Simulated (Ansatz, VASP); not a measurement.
**One calculation of Zr3S2, two programs**

```
Zr S
1.0
     2.90254    1.67578    3.48777
    -2.90254    1.67578    3.48777
     0.00000   -3.35156    3.48777
Zr S
3 2
Direct
  0.83873 0.50000 0.16127
  0.50000 0.16127 0.83873
  0.16127 0.83873 0.50000
  0.66502 0.66502 0.66502
  0.33498 0.33498 0.33498
```

Alike in both runs: functional PBE; k mesh 6 × 6 × 6; occupations fermi-dirac, width 0.05 eV; no spin polarisation.

|  | VASP | Ansatz |
| --- | --- | --- |
| version | VASP 6.6.1 | Ansatz 0.2.0 |
| potentials or method | VASP PAW PBE potentials, release 64 (Zr_sv, S) | Ansatz PAW |
| plane-wave cutoff (eV) | 520 | 420 |
| valence electrons in the cell | 48 | 48 |
| task | single point | band structure |

VASP gave:

```
gap on the k mesh at the Fermi level (eV)                     : none
pressure (GPa)                                                : -0.9
traceless stress, the component that is largest in VASP (GPa) : 0.12
rms of the force components (eV/Å)                            : 0.025
```

Problem. Which values does Ansatz return?

Solution. gap on the k mesh at the Fermi level (eV): none; pressure (GPa): -0.9; traceless stress, the component that is largest in VASP (GPa): 0.09; rms of the force components (eV/Å): 0.026.

Atom by atom the forces differ by 0.001 eV/Å (rms over components). A gap of «none» marks a metal or a gap that the smearing closes. The functional is the same, so the differences come from potentials, cutoffs and numerics.
